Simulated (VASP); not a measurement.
# Ca in VASP: further runs

Ca is run at these levels: r2SCAN; tasks: single point.

Everything below comes from runs of VASP 6.6.1. Logs are shortened: lines on timing, memory, paths and dates and some standing lists are left out, and cuts for length are marked.

**1. The cell of the first run**

Symmetry: Im-3m, No. 229, cubic system. Conventional cell: a = 4.704 Å, b = 4.704 Å, c = 4.704 Å, α = 90.00°, β = 90.00°, γ = 90.00°. Ca (site symmetry m-3m) has 14 Ca at 4.07 to 4.70 Å within 5.3 Å.

This isn't the form of Ca at room conditions, which is fcc.

**2. Single point, r2SCAN (strain +0.050 along x and y, +0.050 along z)**

Contents of POSCAR:

```
Ca
1.0
   -2.3520000000      2.3520000000      2.3520000000
    2.3520000000     -2.3520000000      2.3520000000
    2.3520000000      2.3520000000     -2.3520000000
Ca
1
Direct
    0.0000000000      0.0000000000      0.0000000000
```

Contents of INCAR.step1:

```
SYSTEM = Ca
PREC = Accurate
ENCUT = 550
ISMEAR = 0
SIGMA = 0.15
LREAL = .False.
LASPH = .True.
NELM = 120
NBANDS = 11
GGA = PE
ALGO = Normal
EDIFF = 1E-5
LWAVE = .True.
LCHARG = .False.
GGA_COMPAT = .False.
```

Contents of INCAR.step2:

```
SYSTEM = Ca
PREC = Accurate
ENCUT = 550
EDIFF = 1E-6
ISMEAR = 0
SIGMA = 0.15
LREAL = .False.
LASPH = .True.
NELM = 120
ALGO = Normal
ISIF = 2
LWAVE = .False.
LCHARG = .False.
METAGGA = R2SCAN
LMIXTAU = .True.
NBANDS = 11
ISTART = 1
GGA_COMPAT = .False.
```

Contents of KPOINTS:

```
Automatic mesh
0
Gamma
  16 16 16
  0 0 0
```

Potentials or basis: VASP PAW PBE potentials, release 64 (Ca_sv).

Run with:

```sh
cat potpaw_PBE.64/Ca_sv/POTCAR > POTCAR
cp INCAR.step1 INCAR
mpirun -np 1 vasp_std > vasp.out
cp INCAR.step2 INCAR
mpirun -np 1 vasp_std > vasp.out
```

OUTCAR:

```text
SYSTEM = Ca
   PREC = Accurate
   ENCUT = 550
   EDIFF = 1E-6
   ISMEAR = 0
   LREAL = .False.
   LASPH = .True.
   NELM = 120
   ISIF = 2
   METAGGA = R2SCAN
   ISTART = 1

 ion  position               nearest neighbor table
   1  0.000  0.000  0.000-

  LATTYP: Found a body centered cubic cell.
 ALAT       =     4.7040000000

  Lattice vectors:

 A1 = (  -2.3520000000,   2.3520000000,   2.3520000000)
 A2 = (   2.3520000000,  -2.3520000000,   2.3520000000)
 A3 = (   2.3520000000,   2.3520000000,  -2.3520000000)

Analysis of symmetry for initial positions (statically):
=====================================================================
 Subroutine PRICEL returns:
 Original cell was already a primitive cell.

 Routine SETGRP: Setting up the symmetry group for a
 body centered cubic supercell.

 Subroutine GETGRP returns: Found 48 space group operations
 (whereof 48 operations were pure point group operations)
 out of a pool of 48 trial point group operations.

The static configuration has the point symmetry O_h .

Analysis of symmetry for dynamics (positions and initial velocities):
=====================================================================
 Subroutine PRICEL returns:
 Original cell was already a primitive cell.

 Routine SETGRP: Setting up the symmetry group for a
 body centered cubic supercell.

 Subroutine GETGRP returns: Found 48 space group operations
 (whereof 48 operations were pure point group operations)
 out of a pool of 48 trial point group operations.

The dynamic configuration has the point symmetry O_h .

 Subroutine INISYM returns: Found 48 space group operations
 (whereof 48 operations are pure point group operations),
 and found     1 'primitive' translations

----------------------------------------------------------------------------------------

                                     Primitive cell

  volume of cell :      52.0442

  direct lattice vectors                    reciprocal lattice vectors
    -2.352000000  2.352000000  2.352000000     0.000000000  0.212585034  0.212585034
     2.352000000 -2.352000000  2.352000000     0.212585034  0.000000000  0.212585034
     2.352000000  2.352000000 -2.352000000     0.212585034  0.212585034  0.000000000

  length of vectors
     4.073783499  4.073783499  4.073783499     0.300640638  0.300640638  0.300640638

  position of ions in fractional coordinates (direct lattice)
     0.000000000  0.000000000  0.000000000

  ion indices of the primitive-cell ions
   primitive index   ion index
                 1           1

----------------------------------------------------------------------------------------

 KPOINTS: Automatic mesh

Automatic generation of k-mesh.
 Grid dimensions read from file:
 generate k-points for:   16   16   16

 Generating k-lattice:

  Cartesian coordinates                     Fractional coordinates (reciprocal lattice)
     0.000000000  0.013286565  0.013286565     0.062500000  0.000000000  0.000000000
     0.013286565  0.000000000  0.013286565     0.000000000  0.062500000  0.000000000
     0.013286565  0.013286565  0.000000000     0.000000000  0.000000000  0.062500000

  Length of vectors
     0.018790040  0.018790040  0.018790040

  Shift w.r.t. Gamma in fractional coordinates (k-lattice)
     0.000000000  0.000000000  0.000000000

 Subroutine IBZKPT returns following result:
 ===========================================

 Found    145 irreducible k-points:

 Following reciprocal coordinates:
            Coordinates               Weight
  0.000000  0.000000  0.000000      1.000000
  0.062500  0.000000  0.000000     12.000000
  0.125000  0.000000  0.000000     12.000000
  0.187500  0.000000  0.000000     12.000000
  0.250000  0.000000  0.000000     12.000000
  0.312500  0.000000  0.000000     12.000000
[... 16 lines left out ...]
  0.187500  0.187500  0.000000     24.000000
  0.250000  0.187500  0.000000     48.000000
 [... further k-points ...]
   k-points           NKPTS =    145   k-points in BZ     NKDIM =    145   number of bands    NBANDS=     11
   number of dos      NEDOS =    301   number of ions     NIONS =      1
   total plane-waves  NPLWV =  32768
   dimension x,y,z NGX =    32 NGY =   32 NGZ =   32
   dimension x,y,z NGXF=    64 NGYF=   64 NGZF=   64
   ions per type =               1
   NGX,Y,Z   is equivalent  to a cutoff of  13.06, 13.06, 13.06 a.u.
   NGXF,Y,Z  is equivalent  to a cutoff of  26.12, 26.12, 26.12 a.u.
 SYSTEM =  Ca
   PREC   = accura    normal or accurate (medium, high low for compatibility)
   ISTART =      1    job   : 0-new  1-cont  2-samecut
   ICHARG =      0    charge: 1-file 2-atom 10-const
   ISPIN  =      1    spin polarized calculation?
   LNONCOLLINEAR =      F non collinear calculations
   LSORBIT =      F    spin-orbit coupling
   LASPH  =      T    aspherical Exc in radial PAW
   ENCUT  =  550.0 eV  40.42 Ry    6.36 a.u.   7.79  7.79  7.79*2*pi/ulx,y,z
   NELM   =    120;   NELMIN=  2; NELMDL=  0     # of ELM steps
   EDIFF  = 0.1E-05   stopping-criterion for ELM
   LREAL  =      F    real-space projection
   EDIFFG = 0.1E-04   stopping-criterion for IOM
   NSW    =      0    number of steps for IOM
   IBRION =     -1    ionic relax: 0-MD 1-quasi-New 2-CG
   NFREE  =      0    steps in history (QN), initial steepest desc. (CG)
   ISIF   =      2    stress and relaxation
   ISYM   =      2    0-nonsym 1-usesym 2-fastsym
   POTIM  = 0.5000    time-step for ionic-motion
   TEBEG  =    0.0;   TEEND  =   0.0 temperature during run
   PSTRESS=    0.0 pullay stress
   NELECT =      10.0000    total number of electrons
   NUPDOWN=      -1.0000    fix difference up-down
   EMIN   =  10.00;   EMAX   =-10.00  energy-range for DOS
   EFERMI =   0.00;   METHOD = LEGACY
   ISMEAR =     0;   SIGMA  =   0.15  broadening in eV -4-tet -1-fermi 0-gaus
   EFERMI_NEDOS =   21; number of points for ismear=-14 and -15
   IALGO  =     38    algorithm
   IMIX   =      4    mixing-type and parameters
     AMIX     =   0.40;   BMIX     =  1.00
     AMIX_MAG =   1.60;   BMIX_MAG =  1.00
  volume/ion in A,a.u.               =      52.04       351.21
  Fermi-wavevector in a.u.,A,eV,Ry     =   0.944679  1.785184 12.142085  0.892418
  Thomas-Fermi vector in A             =   2.072507
   LORBIT       =      0    0 simple, 1 ext, 2 COOP (PROOUT), +10 PAW based schemes
   METAGGA = R2SCAN    functional components
   LHFCALC =     F    Hartree Fock is set to
   AEXX    =    0.0000 exact exchange contribution
   IVDW    =     0    specifies the selected vdW correction
   LEPSILON=     F    determine dielectric tensor
   LRPA    =     F    only Hartree local field effects (RPA)
 non-spin polarized calculation
 Gauss-broadening in eV      SIGMA  =   0.15
  energy-cutoff  :      550.00
  volume of cell :       52.04
 maximum number of plane-waves:      1556
   NGX = 15   NGY = 15   NGZ = 15

 number of electron      10.0000002 magnetization

 Free energy of the ion-electron system (eV)
  ---------------------------------------------------
  ext. energy  EPLUGINS =         0.00000000
  ---------------------------------------------------
  free energy    TOTEN  =        -6.95421184 eV

  energy without entropy =       -6.93979727  energy(sigma->0) =       -6.94700455

 E-fermi :   1.2699     XC(G=0):  -7.5628

 val. band max:        1.2628278785   @ k =   0.5000   0.5000   0.2500
 cond. band min:       1.2816249041   @ k =   0.3750   0.1250   0.0625
 fundamental gap:      0.0187970256
 Fermi energy:         1.2699134708

 k-point     1 :       0.0000    0.0000    0.0000
  band No.  band energies     occupation
      1     -43.0795      2.00000
      2     -23.1191      2.00000
      3     -23.1191      2.00000
      4     -23.1191      2.00000
      5      -2.6672      2.00000
      6       3.6253      0.00000
      7       3.6253      0.00000
      8       3.6253      0.00000
      9       4.5149      0.00000
     10       4.5149      0.00000
     11      11.0544      0.00000

 k-point     2 :       0.0625    0.0000    0.0000
  band No.  band energies     occupation
      1     -43.0793      2.00000
      2     -23.1217      2.00000
      3     -23.1200      2.00000
      4     -23.1191      2.00000
      5      -2.6036      2.00000
      6       3.5872      0.00000
      7       3.6011      0.00000
      8       3.6687      0.00000
      9       4.4703      0.00000
     10       4.5156      0.00000
     11      10.8875      0.00000

 k-point     3 :       0.1250    0.0000    0.0000
  band No.  band energies     occupation
      1     -43.0787      2.00000
      2     -23.1291      2.00000
      3     -23.1225      2.00000
      4     -23.1190      2.00000
      5      -2.4146      2.00000
      6       3.4822      0.00000
      7       3.4998      0.00000
      8       3.7974      0.00000
      9       4.3824      0.00000
     10       4.5203      0.00000
     11      10.2700      0.00000

 k-point     4 :       0.1875    0.0000    0.0000
  band No.  band energies     occupation
      1     -43.0778      2.00000
      2     -23.1401      2.00000
      3     -23.1263      2.00000
      4     -23.1190      2.00000
      5      -2.1053      2.00000
      6       3.2699      0.00000
      7       3.3338      0.00000
      8       4.0055      0.00000
      9       4.3381      0.00000
     10       4.5352      0.00000
     11       9.2824      0.00000
[... 239 lines left out ...]
 k-point    22 :       0.4375    0.1250    0.0000
  band No.  band energies     occupation
      1     -43.0736      2.00000
      2     -23.1833      2.00000
      3     -23.1454      2.00000
      4     -23.1224      2.00000
      5       0.6908      2.00000
      6       1.0668      1.94452
      7       2.6821      0.00000
      8       4.3563      0.00000
      9       4.7342      0.00000
     10       5.4181      0.00000
     11       5.8841      0.00000

 k-point    23 :       0.1875    0.1875    0.0000
  band No.  band energies     occupation
      1     -43.0753      2.00000
      2     -23.1649      2.00000
      3     -23.1355      2.00000
      4     -23.1237      2.00000
      5      -1.0515      2.00000
      6       2.5860      0.00000
      7       2.8790      0.00000
      8       4.2793      0.00000
      9       4.6519      0.00000
     10       4.7075      0.00000
     11       7.4771      0.00000

 k-point    24 :       0.2500    0.1875    0.0000
  band No.  band energies     occupation
      1     -43.0744      2.00000
      2     -23.1719      2.00000
      3     -23.1412      2.00000
      4     -23.1246      2.00000
      5      -0.5106      2.00000
      6       2.2505      0.00000
      7       2.7069      0.00000
      8       4.3336      0.00000
      9       4.6823      0.00000
     10       4.9903      0.00000
     11       6.6864      0.00000

 [... further k-points ...]

------------------------ aborting loop because EDIFF is reached ----------------------------------------

  FORCE on cell =-STRESS in cart. coord.  units (eV):
  Direction    XX          YY          ZZ          XY          YZ          ZX
  --------------------------------------------------------------------------------------
  -------------------------------------------------------------------------------------
  Total       -0.7771961     -0.7771961     -0.7771961      0.0000000      0.0000000     -0.0000000
  in kB      -23.9259538    -23.9259538    -23.9259538      0.0000000      0.0000000     -0.0000000
  external PRESSURE =     -23.9259538 kB  Pullay stress =       0.0000000 kB

 VOLUME and BASIS-vectors are now :
 -----------------------------------------------------------------------------
  energy-cutoff  :      550.00
  volume of cell :       52.04
      direct lattice vectors                 reciprocal lattice vectors
    -2.352000000  2.352000000  2.352000000     0.000000000  0.212585034  0.212585034
     2.352000000 -2.352000000  2.352000000     0.212585034  0.000000000  0.212585034
     2.352000000  2.352000000 -2.352000000     0.212585034  0.212585034  0.000000000

 POSITION                                       TOTAL-FORCE (eV/Angst)
 -----------------------------------------------------------------------------------
      0.00000      0.00000      0.00000        -0.000000     -0.000000      0.000000
 -----------------------------------------------------------------------------------
    total drift:                                0.000000      0.000000     -0.000000

  FREE ENERGIE OF THE ION-ELECTRON SYSTEM (eV)
  ---------------------------------------------------
  free  energy   TOTEN  =        -6.9542118362 eV

  energy  without entropy=       -6.9397972660  energy(sigma->0) =       -6.94700455
```

It took 97 s on 1 thread of Intel Xeon 6975P-C (Granite Rapids), shared host; peak memory 0.24 GiB.

Results:

| Quantity | Value |
| --- | --- |
| Free energy | -6.9542 eV |
| Pressure | -2.4 GPa |
| Band gap on the k mesh | zero (bands 5 and 6 overlap by 0.64 eV) |

Caveat: the cell differs from its parent crystal (strain +0.050 along x and y, +0.050 along z); the PAW data sets were made with another functional, which shifts forces and pressure a little.

**3. Single point, r2SCAN (strain -0.050 along x and y, -0.025 along z)**

Contents of POSCAR:

```
Ca
1.0
   -2.1280000000      2.1280000000      2.1840000000
    2.1280000000     -2.1280000000      2.1840000000
    2.1280000000      2.1280000000     -2.1840000000
Ca
1
Direct
    0.0000000000      0.0000000000      0.0000000000
```

Contents of INCAR.step1:

```
PREC = Accurate ; ENCUT = 550
ISMEAR = 0 ; SIGMA = 0.15
LREAL = F ; LASPH = T
NELM = 120 ; NBANDS = 11
GGA = PE ; ALGO = Normal
EDIFF = 1E-5 ; LWAVE = T
LCHARG = F ; GGA_COMPAT = F
```

Contents of INCAR.step2:

```
PREC = Accurate ; ENCUT = 550
EDIFF = 1E-6 ; ISMEAR = 0
SIGMA = 0.15 ; LREAL = F
LASPH = T ; NELM = 120
ALGO = Normal ; ISIF = 2
LWAVE = F ; LCHARG = F
METAGGA = R2SCAN ; LMIXTAU = T
NBANDS = 11 ; ISTART = 1
GGA_COMPAT = F
```

Contents of KPOINTS:

```
Automatic mesh
0
Gamma
  16 16 16
```

Potentials or basis: VASP PAW PBE potentials, release 64 (Ca_sv).

Run with:

```sh
cat potpaw_PBE.64/Ca_sv/POTCAR > POTCAR
cp INCAR.step1 INCAR
mpirun -np 1 vasp_std > vasp.out
cp INCAR.step2 INCAR
mpirun -np 1 vasp_std > vasp.out
```

It took 3.2 min on 1 thread of Intel Xeon 6975P-C (Granite Rapids), shared host; peak memory 0.29 GiB.

It converged, with:

```yaml
Free_energy: -7.0028 eV
Pressure: 1.9 GPa
Band_gap_on_the_k_mesh: zero (bands 5 and 6 overlap by 0.48 eV)
```

Stress tensor (GPa, compression positive):
```
1.84 0.00 0.00
0.00 1.84 0.00
0.00 0.00 1.93
```

Levels at points of the mesh, in eV from the Fermi level:
| k point | band 1 | band 2 | band 3 | band 4 | band 5 | band 6 | band 7 | band 8 | band 9 | band 10 |
| --- | --- | --- | --- | --- | --- | --- | --- | --- | --- | --- |
| (0.00, 0.00, 0.00) | -43.67 | -23.69 | -23.69 | -23.69 | -4.45 | 2.72 | 2.72 | 2.85 | 3.84 | 4.00 |
| (0.50, 0.00, 0.00) | -43.65 | -23.87 | -23.75 | -23.69 | -0.92 | -0.10 | 1.68 | 3.79 | 4.24 | 5.10 |
| (0.50, 0.50, 0.00) | -43.65 | -23.88 | -23.75 | -23.69 | -0.87 | 0.00 | 1.51 | 3.96 | 4.30 | 5.12 |
| (0.50, 0.50, 0.50) | -43.63 | -23.82 | -23.82 | -23.82 | 0.00 | 0.07 | 4.16 | 4.63 | 4.63 | 4.83 |

Caveat: the cell differs from its parent crystal (strain -0.050 along x and y, -0.025 along z); the PAW data sets were made with another functional, which shifts forces and pressure a little.
